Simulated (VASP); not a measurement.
Write the native input for VASP 6.6.1 that does the following.

```
Task                   : single point
Functional             : PBEsol
Potentials or basis    : VASP PAW PBE potentials, release 64 (Mg)
Cutoff                 : 520 eV
k mesh                 : 16 × 16 × 16
Occupations            : fermi-dirac, width 0.05 eV
Spin                   : no spin polarisation
Dipole correction      : no
Further INCAR settings : ALGO = Normal; EDIFF = 1e-06; NBANDS = 7
```

The structure of Mg lies in POSCAR:

```
Mg
1.0
   -1.5207950000      1.5207950000      1.4765000000
    1.5207950000     -1.5207950000      1.4765000000
    1.5207950000      1.5207950000     -1.4765000000
Mg
1
Direct
    0.0000000000      0.0000000000      0.0000000000
```

This cell differs from its parent crystal: equal xx and yy strain of +3 %.

The input as run:

INCAR

```
SYSTEM = Mg
PREC = Accurate
ENCUT = 520
EDIFF = 1E-6
ISMEAR = -1
SIGMA = 0.05
LREAL = .False.
LASPH = .True.
NELM = 60
ALGO = Normal
ISIF = 2
LWAVE = .False.
LCHARG = .False.
GGA = PS
NBANDS = 7
```

KPOINTS

```
regular mesh
0
Gamma
  16 16 16
  0 0 0
```

Potentials or basis: VASP PAW PBE potentials, release 64 (Mg).

Run with:

```console
$ cat potpaw_PBE.64/Mg/POTCAR > POTCAR
$ mpirun -np 1 vasp_std > vasp.out
```

It gave:

| Property | Result |
| --- | --- |
| Pressure | 49.0 GPa |
| Band gap on the k mesh | zero (bands 1 and 2 overlap by 4.80 eV) |

Caveat: the cell differs from its parent crystal (equal xx and yy strain of +3 %); the cell stands under pressure; the PAW data sets were made with another functional, which shifts forces and pressure a little.

Run time: 14 s on 1 thread of Intel(R) Xeon(R) Platinum 8375C CPU @ 2.90GHz (Ice Lake), on a shared host, peak memory 0.15 GiB.
